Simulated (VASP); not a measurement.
Write the native input for VASP 6.6.1 that does the following.

```yaml
Task: single point
Functional: r2SCAN
Potentials_or_basis: VASP PAW PBE potentials, release 64 (Sn_d, Te)
Cutoff: 520 eV
k_mesh: 4 × 4 × 4
Occupations: fermi-dirac, width 0.001 eV
Spin: no spin polarisation
Dipole_correction: no
Further_INCAR_settings: ALGO = Normal; EDIFF = 1e-07; NBANDS = 17
```

Crystal: SnTe.

```
CELL_PARAMETERS angstrom
0.00000 3.58398 3.58398
3.58398 0.00000 3.58398
3.58398 3.58398 0.00000
ATOMIC_POSITIONS crystal
Sn 0.00000 0.00000 0.00000
Te 0.25000 0.25000 0.25000
```

One way to write it, as run:

POSCAR

```
SnTe
1.0
    0.0000000000      3.5839840137      3.5839840137
    3.5839840137      0.0000000000      3.5839840137
    3.5839840137      3.5839840137      0.0000000000
Sn Te
1 1
Direct
    0.0000000000      0.0000000000      0.0000000000
    0.2500000000      0.2500000000      0.2500000000
```

INCAR.step1

```
SYSTEM = SnTe
PREC = Accurate
ENCUT = 520
ISMEAR = -1
SIGMA = 0.001
LREAL = .False.
LASPH = .True.
NELM = 60
NBANDS = 17
GGA = PE
ALGO = Normal
EDIFF = 1E-4
LWAVE = .True.
LCHARG = .False.
```

INCAR.step2

```
SYSTEM = SnTe
PREC = Accurate
ENCUT = 520
EDIFF = 1E-7
ISMEAR = -1
SIGMA = 0.001
LREAL = .False.
LASPH = .True.
NELM = 60
ALGO = Normal
ISIF = 2
LWAVE = .False.
LCHARG = .True.
METAGGA = R2SCAN
LMIXTAU = .True.
LELF = .True.
LVHAR = .True.
NBANDS = 17
ISTART = 1
```

KPOINTS

```
regular mesh
0
Gamma
  4 4 4
  0 0 0
```

Potentials or basis: VASP PAW PBE potentials, release 64 (Sn_d, Te).

Launch:

```bash
$ cat potpaw_PBE.64/Sn_d/POTCAR potpaw_PBE.64/Te/POTCAR > POTCAR
$ cp INCAR.step1 INCAR
$ mpirun -np 1 vasp_std > vasp.out
$ cp INCAR.step2 INCAR
$ mpirun -np 1 vasp_std > vasp.out
```

It gave:

| Quantity | Value |
| --- | --- |
| Pressure | -0.1 GPa |
| Band gap on the k mesh | 0.09 eV (least direct gap 0.87 eV) |

Caveat: the PAW data sets were made with another functional, which shifts forces and pressure a little; spin-orbit coupling is left out, which moves the levels of the heavy elements.

Run time: 2.4 min on 1 thread of AMD EPYC 7R13 Processor (Zen 3), with other jobs on the host, peak memory 0.23 GiB.
